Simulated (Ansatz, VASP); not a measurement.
**P: VASP beside Ansatz**

```xyz
4
Lattice="1.6587 -5.1454 0.0000 1.6587 5.1454 0.0000 0.0000 0.0000 4.1972" Properties=species:S:1:pos:R:3 pbc="T T T"
P     1.6587    4.0619    3.8913
P     1.6587   -1.0834    2.4045
P     1.6587   -4.0619    0.3059
P     1.6587    1.0834    1.7927
```

Alike in both runs: functional PBEsol; k mesh 14 × 14 × 10; occupations gaussian, width 0.1 eV; no spin polarisation.

Ansatz relaxed the structure, and its values are those at the end. VASP's run is a single point on that final structure, the one shown.

|  | VASP | Ansatz |
| --- | --- | --- |
| version | VASP 6.6.1 | Ansatz 0.2.0 |
| potentials or method | VASP PAW PBE potentials, release 64 (P), cutoff 520 eV | scalar-relativistic, plane waves, PAW |
| valence electrons in the cell | 20 | 20 |

|  | VASP | Ansatz | Ansatz less VASP |
| --- | --- | --- | --- |
| gap on the k mesh at the Fermi level (eV) | none | none | - |
| pressure (GPa) | -0.1 | 0.0 | +0.09 |
| rms of the force components (eV/Å) | 0.020 | 0.002 | -0.0180 |

VASP's potentials were made for PBE, not for PBEsol. A gap of «none» marks a metal or a gap that the smearing closes. The functional is the same, so the differences come from potentials, cutoffs and numerics.
